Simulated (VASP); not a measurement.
A run of VASP 6.6.1 is set up as follows.

File INCAR:

```
  ALGO = Normal
  EDIFF = 1E-6
  ENCUT = 520
  GGA = PE
  ISIF = 2
  ISMEAR = 0
  LASPH = True
  LCHARG = False
  LREAL = False
  LWAVE = False
  NBANDS = 21
  NELM = 80
  PREC = Accurate
  SIGMA = 0.1
```

Contents of KPOINTS:

```
k-points
0
Gamma
  6 6 2
```

POSCAR

```
AlB2P3
1.0
    3.4171684944      0.0000000028      0.0000000000
   -1.7085842497      2.9593547238      0.0000000000
    0.0000000000      0.0000000000      8.6434621542
Al B P
1 2 3
Direct
    0.6666666667      0.3333333333      0.3374598709
    0.0000000000      0.0000000000     -0.0146147998
    0.3333333333      0.6666666667      0.6858767645
    0.0000000000      0.0000000000      0.2139079377
    0.6666666667      0.3333333333      0.6134763393
    0.3333333333      0.6666666667      0.9138938875
```

Potentials or basis: VASP PAW PBE potentials, release 64 (Al, B, P).

Launch:

```bash
$ cat potpaw_PBE.64/Al/POTCAR potpaw_PBE.64/B/POTCAR potpaw_PBE.64/P/POTCAR > POTCAR
$ mpirun -np 1 vasp_std > vasp.out
```

Question: Predict the pressure.

Answer: -0.1 GPa.

Question: Predict the largest force.

Answer: 0.027 eV/Å.

Question: Predict the band gap on the k mesh.

Answer: 0.22 eV, indirect (least direct gap 1.48 eV).

Stress tensor (GPa, compression positive):
```
-0.09  0.00  0.00
 0.00 -0.09  0.00
 0.00  0.00 -0.21
```

A k mesh can miss the band edges.
